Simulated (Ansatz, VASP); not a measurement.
## One calculation of MgO, two programs

The input INCAR:

```
PREC = Accurate ; ENCUT = 520
EDIFF = 1E-6 ; ISMEAR = 0
SIGMA = 0.05 ; LREAL = F
LASPH = T ; NELM = 60
ALGO = Normal ; ISIF = 2
LWAVE = F ; LCHARG = T
GGA = PE ; LELF = T
LVHAR = T ; NBANDS = 16
```

KPOINTS

```
regular mesh
0
Gamma
  9 9 6
```

The input POSCAR:

```
MgO
1.0
    3.3980704147      0.0000000000      0.0000000000
   -1.6990352074      2.9428153030      0.0000000000
    0.0000000000      0.0000000000      4.5361391971
Mg O
2 2
Direct
    0.6722747364      0.3333333333      0.7500000000
    0.3389414031      0.6666666667      0.2500000000
    0.6581471257      0.3333333333      0.2500000000
    0.3248137924      0.6666666667      0.7500000000
```

Input for Ansatz:

```yaml
crystal:
  lattice:
    - [3.3980704147, 0.0, 0.0]
    - [-1.6990352074, 2.942815303, 0.0]
    - [0.0, 0.0, 4.5361391971]
  atoms:
    - { symbol: Mg, position: [0.6722747364, 0.3333333333, 0.75] }
    - { symbol: Mg, position: [0.3389414031, 0.6666666667, 0.25] }
    - { symbol: O, position: [0.6581471257, 0.3333333333, 0.25] }
    - { symbol: O, position: [0.3248137924, 0.6666666667, 0.75] }
basis:
  ecutwfc: 520.0
kpoints:
  mp_grid: { grid: [9, 9, 6] }
hamiltonian:
  xc: pbe
  pseudopotentials: { kind: paw, azcp: { folder: soft_1 } }
scf:
  occupations: { method: gaussian, width: 0.05 }
output:
  forces: true
  stress: true
  eigenvalues: true
```

Change from the starting cell: mode 8 frozen in at -0.030 Å, strain +e along z and -e/2 along x and y +0.0700.

Alike in both runs: task single point; functional PBE; k mesh 9 × 9 × 6; occupations gaussian, width 0.05 eV; no spin polarisation.

|  | VASP | Ansatz |
| --- | --- | --- |
| version | VASP 6.6.1 | Ansatz 0.2.0 |
| potentials or method | VASP PAW PBE potentials, release 64 (Mg, O), cutoff 520 eV | scalar-relativistic, plane waves, PAW |
| valence electrons in the cell | 16 | 32 |

|  | VASP | Ansatz | Ansatz less VASP |
| --- | --- | --- | --- |
| gap on the k mesh at the Fermi level (eV) | 3.16 | 3.18 | +0.021 |
| least direct gap on the mesh (eV) | 3.16 | 3.18 | +0.021 |
| pressure (GPa) | 2.3 | 2.8 | +0.50 |
| traceless stress, the component that is largest in VASP (GPa) | -9.61 | -9.45 | +0.155 |
| rms of the force components (eV/Å) | 0.335 | 0.331 | -0.0038 |

Atom by atom the forces differ by 0.004 eV/Å (rms over components). The functional is the same, so the differences come from potentials, cutoffs and numerics. VASP's potentials hold 16 valence electrons a cell and Ansatz's 32, so a difference there can come from the potentials and not from the codes.
